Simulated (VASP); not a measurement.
Input of a VASP 6.6.1 run:

The input POSCAR:

```
W
1.0
    0.0000000000      2.8566727261      2.8566727261
    2.8566727261      0.0000000000      2.8566727261
    2.8566727261      2.8566727261      0.0000000000
W
2
Direct
    0.1250000000      0.1250000000      0.1250000000
    0.8750000000      0.8750000000      0.8750000000
```

INCAR.step1

```
SYSTEM = W
PREC = Accurate
ENCUT = 520
ISMEAR = -1
SIGMA = 0.1
LREAL = .FALSE.
LASPH = .TRUE.
NELM = 100
NBANDS = 21
GGA = PE
ALGO = Normal
EDIFF = 1E-4
LWAVE = .TRUE.
LCHARG = .FALSE.
```

INCAR.step2

```
SYSTEM = W
PREC = Accurate
ENCUT = 520
EDIFF = 1E-7
ISMEAR = -1
SIGMA = 0.1
LREAL = .FALSE.
LASPH = .TRUE.
NELM = 100
ALGO = Normal
ISIF = 2
LWAVE = .FALSE.
LCHARG = .TRUE.
METAGGA = R2SCAN
LMIXTAU = .TRUE.
LELF = .TRUE.
LVHAR = .TRUE.
NBANDS = 21
ISTART = 1
```

KPOINTS

```
Automatic mesh
0
G
  11 11 11
  0 0 0
```

Potentials or basis: VASP PAW PBE potentials, release 64 (W_sv).

Run with:

```bash
$ cat potpaw_PBE.64/W_sv/POTCAR > POTCAR
$ cp INCAR.step1 INCAR
$ mpirun -np 1 vasp_std > vasp.out
$ cp INCAR.step2 INCAR
$ mpirun -np 1 vasp_std > vasp.out
```

Problem. Estimate the band gap on the k mesh.

Solution. Zero (band 14 reaches 6.30 eV, above the bottom of band 15 at 5.29 eV).

Problem. Estimate the pressure.

Solution. 6.6 GPa.

Caveat: the PAW data sets were made with another functional, which shifts forces and pressure a little; spin-orbit coupling is left out, which moves the levels of the heavy elements.
